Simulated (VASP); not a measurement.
Input of a VASP 6.6.1 run:

The input INCAR:

```
SYSTEM = Rb
  PREC = Accurate
  ENCUT = 520
  EDIFF = 1E-7
  ISMEAR = -1
  SIGMA = 0.1
  LREAL = .False.
  LASPH = .True.
  NELM = 100
  ALGO = Normal
  ISIF = 2
  LWAVE = .False.
  LCHARG = .False.
  GGA = CA
  NBANDS = 10
```

Contents of KPOINTS:

```
Automatic mesh
0
Gamma
  4 4 4
  0 0 0
```

File POSCAR:

```
Rb
1.0
   -2.6859640533      2.6859640533      2.6859640533
    2.6859640533     -2.6859640533      2.6859640533
    2.6859640533      2.6859640533     -2.6859640533
Rb
1
Direct
    0.0000000000      0.0000000000      0.0000000000
```

Potentials or basis: VASP PAW LDA potentials, release 64 (Rb_sv).

The run is started by

```bash
$ cat potpaw_LDA.64/Rb_sv/POTCAR > POTCAR
$ mpirun -np 1 vasp_std > vasp.out
```

(1) What does it give for the pressure?

Results:

(1) 0.1 GPa.

Caveat: the k points lie up to 0.41 Å⁻¹ apart.
